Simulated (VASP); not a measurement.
Runs of VASP 6.6.1 on PbO. The structure is that of space group F-43m (No. 216), or close to it. The cells are those of the table. 

| level | cell | k mesh | gap on the mesh (eV) | pressure (GPa) |
| --- | --- | --- | --- | --- |
| PBE | a = 4.044 Å, angles 60.0°, 2 atoms | 6 × 6 × 6 | 0.63 | -1.8 |
| r2SCAN | a = 3.958 Å, angles 60.0°, 2 atoms | 8 × 8 × 8 | (a) | 0.3 |
| r2SCAN | a = 3.997 Å, angles 60.0°, 2 atoms | 6 × 6 × 6 | (b) | -1.7 |
| PBE | a = 4.005 Å, angles 60.0°, 2 atoms | 6 × 6 × 6 | 0.56 | 0.0 |
| r2SCAN | a = 3.918 Å, angles 60.0°, 2 atoms | 6 × 6 × 6 | 0.56 | 2.6 |
| PBE | a = 3.958 Å, angles 60.0°, 2 atoms | 8 × 8 × 8 | 0.43 | 2.4 |
| r2SCAN | a = 3.877 Å, angles 60.0°, 2 atoms | 6 × 6 × 6 | 0.46 | 5.4 |
| PBE | a = 3.923 Å, angles 60.0°, 2 atoms | 6 × 6 × 6 | 0.39 | 4.4 |
| r2SCAN | a = 3.958 Å, angles 60.0°, 2 atoms | 6 × 6 × 6 | 0.65 | 0.3 |
| PBE | a = 3.964 Å, angles 60.0°, 2 atoms | 6 × 6 × 6 | 0.48 | 2.0 |
| PBE | a = 4.083 Å, angles 60.0°, 2 atoms | 6 × 6 × 6 | 0.70 | -3.2 |
| r2SCAN | a = 4.036 Å, angles 60.0°, 2 atoms | 6 × 6 × 6 | 0.80 | -3.4 |

Alike in all rows: task single point; potentials or basis VASP PAW PBE potentials, release 64 (Pb_d, O); no spin polarisation; cutoff (eV) 520; smearing gaussian 0.01 eV.

**Question.** Estimate the missing entries.

**Answer.** (a) 0.61; (b) 0.73.

Caveats: spin-orbit coupling is left out, which moves the levels of the heavy elements; the PAW data sets were made with another functional, which shifts forces and pressure a little (some runs).

A k mesh can miss the band edges, and the runs leave out spin-orbit coupling on Pb.
